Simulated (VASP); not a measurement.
# HfMg2C2 (P-3m1) in VASP: relaxation of cell and atoms with PBE

Aim: the relaxation of cell and atoms of HfMg2C2 with PBE.

Everything below comes from runs of VASP 6.6.1. Logs are shortened: lines on timing, memory, paths and dates and some standing lists are left out, and cuts for length are marked.

## (1) The cell of the first run

Symmetry: P-3m1, No. 164, trigonal system. The conventional cell has a = 3.371 Å, b = 3.371 Å, c = 7.630 Å, α = 90.00°, β = 90.00°, γ = 120.00°. Mg (site symmetry 3m) has 3 C at 2.22 Å within 2.9 Å. Hf (site symmetry -3m) has 6 C at 2.34 Å and 6 Mg at 3.07 Å within 3.1 Å. Within 2.9 Å of C (site symmetry 3m) lie 3 Mg at 2.22 Å and 3 Hf at 2.34 Å.

## (2) Relaxation of cell and atoms, PBE

Input file INCAR:

```
  ALGO = Normal
  EDIFF = 1E-6
  EDIFFG = -0.01
  ENCUT = 600
  GGA = PE
  IBRION = 2
  ISIF = 3
  ISMEAR = 0
  LASPH = True
  LCHARG = False
  LREAL = False
  LWAVE = False
  NELM = 80
  NSW = 100
  PREC = Accurate
  SIGMA = 0.1
```

Input file KPOINTS:

```
k-points
0
Gamma
  12 12 6
```

Input file POSCAR:

```
HfMg2C2
1.0
    3.3712718774      0.0000000000      0.0000000000
   -1.6856359387      2.9196070889      0.0000000000
    0.0000000000      0.0000000000      7.6295435542
Mg Hf C
2 1 2
Direct
    0.3333333333      0.6666666667      0.8103268198
    0.6666666667      0.3333333333      0.1896731802
    0.0000000000      0.0000000000      0.5000000000
    0.3333333333      0.6666666667      0.3309353968
    0.6666666667      0.3333333333      0.6690646032
```

Potentials or basis: VASP PAW PBE potentials, release 64 (Mg, Hf_pv, C).

The run is started by

```
$ cat potpaw_PBE.64/Mg/POTCAR potpaw_PBE.64/Hf_pv/POTCAR potpaw_PBE.64/C/POTCAR > POTCAR
$ mpirun -np 1 vasp_std > vasp.out
```

OUTCAR:

```text
EDIFF = 1E-6
   EDIFFG = -0.01
   ENCUT = 600
   GGA = PE
   IBRION = 2
   ISIF = 3
   ISMEAR = 0
   LASPH = True
   LREAL = False
   NELM = 80
   NSW = 100
   PREC = Accurate

 ion  position               nearest neighbor table
   1  0.333  0.667  0.810-   5 2.22   5 2.22   5 2.22   3 3.07   3 3.07   3 3.07   2 3.49   2 3.49
                             2 3.49
   2  0.667  0.333  0.190-   4 2.22   4 2.22   4 2.22   3 3.07   3 3.07   3 3.07   1 3.49   1 3.49
                             1 3.49
   3  0.000  0.000  0.500-   4 2.34   5 2.34   5 2.34   4 2.34   5 2.34   4 2.34   1 3.07   2 3.07
                             1 3.07   2 3.07   2 3.07   1 3.07
   4  0.333  0.667  0.331-   2 2.22   2 2.22   2 2.22   3 2.34   3 2.34   3 2.34
   5  0.667  0.333  0.669-   1 2.22   1 2.22   1 2.22   3 2.34   3 2.34   3 2.34

  LATTYP: Found a hexagonal cell.
 ALAT       =     3.3712718774
 C/A-ratio  =     2.2631053892

  Lattice vectors:

 A1 = (   3.3712718774,   0.0000000000,   0.0000000000)
 A2 = (  -1.6856359387,   2.9196070889,   0.0000000000)
 A3 = (   0.0000000000,   0.0000000000,   7.6295435542)

Analysis of symmetry for initial positions (statically):
=====================================================================
 Subroutine PRICEL returns:
 Original cell was already a primitive cell.

 Routine SETGRP: Setting up the symmetry group for a
 hexagonal supercell.

 Subroutine GETGRP returns: Found 12 space group operations
 (whereof 12 operations were pure point group operations)
 out of a pool of 24 trial point group operations.

The static configuration has the point symmetry D_3d.

Analysis of symmetry for dynamics (positions and initial velocities):
=====================================================================
 Subroutine PRICEL returns:
 Original cell was already a primitive cell.

 Routine SETGRP: Setting up the symmetry group for a
 hexagonal supercell.

 Subroutine GETGRP returns: Found 12 space group operations
 (whereof 12 operations were pure point group operations)
 out of a pool of 24 trial point group operations.

The dynamic configuration has the point symmetry D_3d.

 Subroutine INISYM returns: Found 12 space group operations
 (whereof 12 operations are pure point group operations),
 and found     1 'primitive' translations

----------------------------------------------------------------------------------------

                                     Primitive cell

  volume of cell :      75.0960

[... 132 lines left out ...]
   NGX = 13   NGY = 13   NGZ = 31

--------------------------------------- Ionic step        1  -------------------------------------------

 number of electron      21.9999999 magnetization

 Free energy of the ion-electron system (eV)
  ---------------------------------------------------
  ext. energy  EPLUGINS =         0.00000000
  ---------------------------------------------------
  free energy    TOTEN  =       -31.56706820 eV

  energy without entropy =      -31.55778149  energy(sigma->0) =      -31.56242485

------------------------ aborting loop because EDIFF is reached ----------------------------------------

  FORCE on cell =-STRESS in cart. coord.  units (eV):
  Direction    XX          YY          ZZ          XY          YZ          ZX
  --------------------------------------------------------------------------------------
  -------------------------------------------------------------------------------------
  Total        0.1482382      0.1482382     -1.1426420      0.0000000      0.0000000      0.0000000
  in kB        3.1626707      3.1626707    -24.3783342      0.0000000      0.0000000      0.0000000
  external PRESSURE =      -6.0176643 kB  Pullay stress =       0.0000000 kB
[... 98 lines left out ...]
  FREE ENERGIE OF THE ION-ELECTRON SYSTEM (eV)
  ---------------------------------------------------
  free  energy   TOTEN  =       -31.5770697153 eV

  energy  without entropy=      -31.5683505940  energy(sigma->0) =      -31.57271015

[... ionic steps 4 to 15 ...]

--------------------------------------- Ionic step       16  -------------------------------------------

 number of electron      22.0000001 magnetization

------------------------ aborting loop because EDIFF is reached ----------------------------------------
[... 73 lines left out ...]
--------------------------------------- Ionic step       18  -------------------------------------------

 number of electron      22.0000001 magnetization

 Free energy of the ion-electron system (eV)
  ---------------------------------------------------
  ext. energy  EPLUGINS =         0.00000000
  ---------------------------------------------------
  free energy    TOTEN  =       -31.60145553 eV

  energy without entropy =      -31.59852952  energy(sigma->0) =      -31.59999252

 E-fermi :   4.3904     XC(G=0): -10.3695

 val. band max:        4.3822841892   @ k =   0.4167   0.0000   0.3333
 cond. band min:       4.4131942764   @ k =   0.5000   0.0000   0.5000
 fundamental gap:      0.0309100872
 Fermi energy:         4.3904240457

 k-point     1 :       0.0000    0.0000    0.0000
  band No.  band energies     occupation
      1     -25.8971      2.00000
      2     -25.6663      2.00000
      3     -25.6663      2.00000
      4      -7.3436      2.00000
      5      -5.3323      2.00000
      6      -1.4043      2.00000
      7       2.1482      2.00000
      8       2.1482      2.00000
      9       3.3568      2.00000
     10       3.5226      2.00000
     11       4.8189      0.00000
     12       4.8189      0.00000
     13       6.8243      0.00000
     14       6.8243      0.00000
[... 401 lines left out ...]
      2     -25.7561      2.00000
      3     -25.6865      2.00000
      4      -6.8686      2.00000
      5      -5.3424      2.00000
      6      -0.7136      2.00000
      7       1.1255      2.00000
      8       2.3274      2.00000
      9       2.8695      2.00000
     10       3.1514      2.00000
     11       4.0761      1.99999
     12       4.9480      0.00000
     13       6.4434      0.00000
     14       7.7330      0.00000
     15       8.7288      0.00000

 [... further k-points ...]

------------------------ aborting loop because EDIFF is reached ----------------------------------------

  FORCE on cell =-STRESS in cart. coord.  units (eV):
  Direction    XX          YY          ZZ          XY          YZ          ZX
  --------------------------------------------------------------------------------------
  -------------------------------------------------------------------------------------
  Total        0.0185797      0.0185797     -0.0159567      0.0000000      0.0000000      0.0000000
  in kB        0.4158013      0.4158013     -0.3570999      0.0000000      0.0000000      0.0000000
  external PRESSURE =       0.1581676 kB  Pullay stress =       0.0000000 kB
[... 20 lines left out ...]
  FREE ENERGIE OF THE ION-ELECTRON SYSTEM (eV)
  ---------------------------------------------------
  free  energy   TOTEN  =       -31.6014555293 eV

  energy  without entropy=      -31.5985295201  energy(sigma->0) =      -31.59999252

 reached required accuracy - stopping structural energy minimisation
```

CONTCAR:

```text
HfMg2C2
   1.00000000000000
     3.4199578202339782   -0.0000000000000000    0.0000000000000000
    -1.7099789101169891    2.9617703522017460   -0.0000000000000000
    -0.0000000000000000    0.0000000000000001    7.0679099664219907
  Mg              Hf              C
     2     1     2
Direct
     0.3333333332999970    0.6666666667000030    0.8214611413316557
     0.6666666667000030    0.3333333332999970    0.1785388586683443
     0.0000000000000000    1.0000000000000000    0.5000000000000000
     0.3333333332999970    0.6666666667000030    0.3181962273684871
     0.6666666667000030    0.3333333332999970    0.6818037726315129

  0.00000000E+00  0.00000000E+00  0.00000000E+00
  0.00000000E+00  0.00000000E+00  0.00000000E+00
  0.00000000E+00  0.00000000E+00  0.00000000E+00
  0.00000000E+00  0.00000000E+00  0.00000000E+00
  0.00000000E+00  0.00000000E+00  0.00000000E+00
```

Wall time 14 min (1 thread of Intel Xeon Platinum 8488C (Sapphire Rapids), shared host); peak memory 0.36 GiB.

What came out:

- Free energy: -31.6015 eV
- Relaxed volume: 14.32 Å³/atom
- Relaxed cell: a = 3.420 Å, b = 3.420 Å, c = 7.068 Å, α = 90.00°, β = 90.00°, γ = 120.00°
- Space group after relaxing (to 0.1 Å): P-3m1 (No. 164)
- Energy gained by relaxing: 6.9 meV/atom
- Ionic steps: 18
- Pressure after relaxing: 0.0 GPa
- Largest force after relaxing: 0.007 eV/Å
- Band gap on the k mesh: zero (bands 11 and 12 overlap by 0.66 eV)

Forces in eV/Å, atoms in the order of the input:
```
Mg   0.000  0.000  0.007
Mg   0.000  0.000 -0.007
Hf   0.000  0.000  0.000
C    0.000  0.000  0.000
C    0.000  0.000  0.000
```

Stress tensor (GPa, compression positive):
```
 0.04  0.00  0.00
 0.00  0.04  0.00
 0.00  0.00 -0.04
```

The path:
```csv
step,energy change (eV),largest force (eV/Å),pressure (GPa),volume (Å³)
1,0.0000,0.1005,-0.60,75.10
2,-0.0092,0.0976,0.44,74.48
3,-0.0100,0.1514,0.86,74.24
4,-0.0150,0.1391,-0.32,74.75
5,-0.0150,0.1377,-0.40,74.78
6,-0.0178,0.0805,-0.28,74.53
7,-0.0202,0.1573,-0.04,74.05
8,-0.0236,0.1196,-0.14,73.79
9,-0.0302,0.0090,-0.40,72.99
10,-0.0264,0.2748,-0.72,71.38
11,-0.0317,0.0722,-0.47,72.50
12,-0.0330,0.0630,0.46,71.67
13,-0.0330,0.0560,0.32,71.79
14,-0.0341,0.0444,0.20,71.63
15,-0.0342,0.0397,0.14,71.56
16,-0.0343,0.0048,-0.22,71.72
17,-0.0344,0.0116,-0.09,71.66
18,-0.0344,0.0066,0.02,71.59
```

Final structure:
```yaml
crystal:
  lattice:
    - [3.41996, 0.00000, 0.00000]
    - [-1.70998, 2.96177, 0.00000]
    - [0.00000, 0.00000, 7.06791]
  atoms:
    - { symbol: Mg, position: [0.33333, 0.66667, 0.82146] }
    - { symbol: Mg, position: [0.66667, 0.33333, 0.17854] }
    - { symbol: Hf, position: [0.00000, 0.00000, 0.50000] }
    - { symbol: C, position: [0.33333, 0.66667, 0.31820] }
    - { symbol: C, position: [0.66667, 0.33333, 0.68180] }
```

Levels at points of the mesh, in eV from the Fermi level:
| k point | band 7 | band 8 | band 9 | band 10 | band 11 | band 12 | band 13 | band 14 | band 15 |
| --- | --- | --- | --- | --- | --- | --- | --- | --- | --- |
| (0.00, 0.00, 0.00) | -2.24 | -2.24 | -1.03 | -0.87 | 0.43 | 0.43 | 2.43 | 2.43 | 3.53 |
| (0.50, 0.00, 0.00) | -3.35 | -2.87 | -2.18 | -2.11 | -0.70 | 1.01 | 1.52 | 2.57 | 5.12 |
| (0.00, 0.00, 0.50) | -3.94 | -2.24 | -2.24 | 0.42 | 0.42 | 1.79 | 2.42 | 2.42 | 3.28 |
| (0.50, 0.00, 0.50) | -3.77 | -2.73 | -2.21 | -1.06 | -0.65 | 0.02 | 1.11 | 2.74 | 4.94 |

Caveat: spin-orbit coupling is left out, which moves the levels of the heavy elements.
